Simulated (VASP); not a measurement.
## SiGe: single point with LDA

Crystal: SiGe.

```xyz
4
Lattice="3.9701 0.0000 0.0000 -1.9850 3.4382 0.0000 0.0000 0.0000 6.5610" Properties=species:S:1:pos:R:3 pbc="T T T"
Si    1.9850    1.1461    5.7376
Si    0.0000    2.2921    2.4571
Ge    1.9850    1.1461    3.4376
Ge    0.0000    2.2921    0.1572
```

* Program: VASP 6.6.1
* Task: single point
* Functional: LDA
* Potentials or basis: VASP PAW LDA potentials, release 64 (Si, Ge_d)
* Cutoff: 520 eV
* k mesh: 12 × 12 × 6
* Occupations: gaussian, width 0.03 eV
* Spin: no spin polarisation

The pressure is -4.9 GPa. The largest force is 1.982 eV/Å. The band gap on the k mesh is zero (band 18 reaches 5.36 eV, above the bottom of band 19 at 5.12 eV).

Forces in eV/Å, atoms in the order of the input:
```
Si   0.000  0.000  1.982
Si   0.000  0.000  1.982
Ge   0.000  0.000 -1.982
Ge   0.000  0.000 -1.982
```

Stress tensor (GPa, compression positive):
```
-7.36  0.00  0.00
 0.00 -7.36  0.00
 0.00  0.00  0.13
```

Levels at points of the mesh, in eV from the Fermi level:
| k point | band 14 | band 15 | band 16 | band 17 | band 18 | band 19 | band 20 | band 21 | band 22 | band 23 |
| --- | --- | --- | --- | --- | --- | --- | --- | --- | --- | --- |
| (0.00, 0.00, 0.00) | -1.57 | -1.57 | -1.26 | 0.24 | 0.24 | 0.41 | 0.65 | 1.61 | 1.61 | 2.94 |
| (0.50, 0.00, 0.00) | -6.14 | -4.99 | -3.45 | -3.05 | -1.21 | 0.43 | 1.74 | 2.37 | 2.47 | 4.37 |
| (0.00, 0.00, 0.50) | -5.15 | -0.92 | -0.92 | -0.92 | -0.92 | 1.19 | 1.19 | 2.93 | 2.93 | 2.93 |
| (0.50, 0.00, 0.50) | -7.40 | -2.95 | -2.95 | -2.36 | -2.36 | 0.21 | 0.21 | 1.96 | 1.96 | 5.03 |

Wall time 79 s on 1 thread of AMD EPYC 9R45 96-Core Processor (Zen 5), with other jobs on the host, peak memory 0.24 GiB.

Caveat: forces of over 1 eV/Å act on the atoms, so gaps and moduli don't describe the material at rest.
